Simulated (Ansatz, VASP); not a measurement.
**SnSe in VASP and in Ansatz**

Contents of INCAR:

```
SYSTEM = SnSe
PREC = Accurate ; ENCUT = 520
EDIFF = 1E-6 ; ISMEAR = -1
SIGMA = 0.02 ; LREAL = .FALSE.
LASPH = .TRUE. ; NELM = 100
ALGO = Normal ; ISIF = 2
LWAVE = .FALSE. ; LCHARG = .FALSE.
GGA = PE ; NBANDS = 17
```

File KPOINTS:

```
Automatic mesh
0
G
  8 8 8
  0 0 0
```

Contents of POSCAR:

```
SnSe
1.0
    0.0000000000      3.0021130771      3.0021130771
    3.0021130771      0.0000000000      3.0021130771
    3.0021130771      3.0021130771      0.0000000000
Sn Se
1 1
Direct
    0.0000000000      0.0000000000      0.0000000000
    0.5000000000      0.5000000000      0.5000000000
```

Input for Ansatz:

```yaml
crystal:
  lattice:
    - [0.0, 3.0021130771, 3.0021130771]
    - [3.0021130771, 0.0, 3.0021130771]
    - [3.0021130771, 3.0021130771, 0.0]
  atoms:
    - { symbol: Sn, position: [0.0, 0.0, 0.0] }
    - { symbol: Se, position: [0.5, 0.5, 0.5] }
kpoints:
  mp_grid: { grid: [8, 8, 8] }
  band_path:
    path:
      - [[0.0, 0.0, 0.0], [0.5, -1.400241036626e-34, 0.5], [0.625, 0.25, 0.625]]
      - [[0.375, 0.375, 0.75], [0.0, 0.0, 0.0], [0.5, 0.5, 0.5], [0.5, 0.25, 0.75], [0.5, -1.400241036626e-34, 0.5]]
    npoints: 10
hamiltonian:
  xc: pbe
scf:
  occupations: { method: fermi_dirac, width: 0.02 }
  n_extra_bands: 4
output:
  forces: true
  stress: true
  eigenvalues: true
```

Alike in both runs: task single point; functional PBE; k mesh 8 × 8 × 8; occupations fermi-dirac, width 0.02 eV; no spin polarisation.

|  | VASP | Ansatz |
| --- | --- | --- |
| version | VASP 6.6.1 | Ansatz 0.2.0 |
| potentials or method | VASP PAW PBE potentials, release 64 (Sn_d, Se) | plane waves, PAW |
| plane-wave cutoff (eV) | 520 | 420 |
| valence electrons in the cell | 20 | 30 |

|  | VASP | Ansatz | Ansatz less VASP |
| --- | --- | --- | --- |
| pressure (GPa) | 1.3 | 1.3 | +0.01 |

VASP's potentials hold 20 valence electrons a cell and Ansatz's 30, so a difference there can come from the potentials and not from the codes.
